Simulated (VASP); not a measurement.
## Al: single point with PBE+D3(BJ)

Crystal: Al.

```
Al
1.0
     0.00000    1.91171    1.91171
     1.91171    0.00000    1.91171
     1.91171    1.91171    0.00000
Al
1
Direct
  0.00000 0.00000 0.00000
```

This cell differs from its parent crystal: strain -0.040 along x and y, -0.040 along z.

```yaml
Program: VASP 6.6.1
Task: single point
Functional: PBE
Dispersion: D3(BJ)
Potentials_or_basis: VASP PAW PBE potentials, release 64 (Al)
Cutoff: 520 eV
k_mesh: 26 × 26 × 26
Occupations: gaussian, width 0.15 eV
Spin: no spin polarisation
Dipole_correction: no
Further_INCAR_settings: ALGO = Normal; EDIFF = 1e-06; NBANDS = 8
```

The pressure is 13.9 GPa and the dispersion energy per atom is -0.400 eV.

Levels at points of the mesh, in eV from the Fermi level:
```
           k point  band 1  band 2  band 3  band 4  band 5
(0.00, 0.00, 0.00)  -12.35   13.57   13.57   13.57   16.41
(0.50, 0.00, 0.00)   -5.29   -4.63   12.24   12.24   13.30
(0.50, 0.50, 0.00)   -3.34   -1.70    5.27    6.42    6.42
```

Wall time 21 s on 1 thread of AMD EPYC 9R45 96-Core Processor (Zen 5), with other jobs on the host, peak memory 0.14 GiB.

Caveat: the cell differs from its parent crystal (strain -0.040 along x and y, -0.040 along z); pairwise dispersion overbinds metals, which lowers pressure and volume.
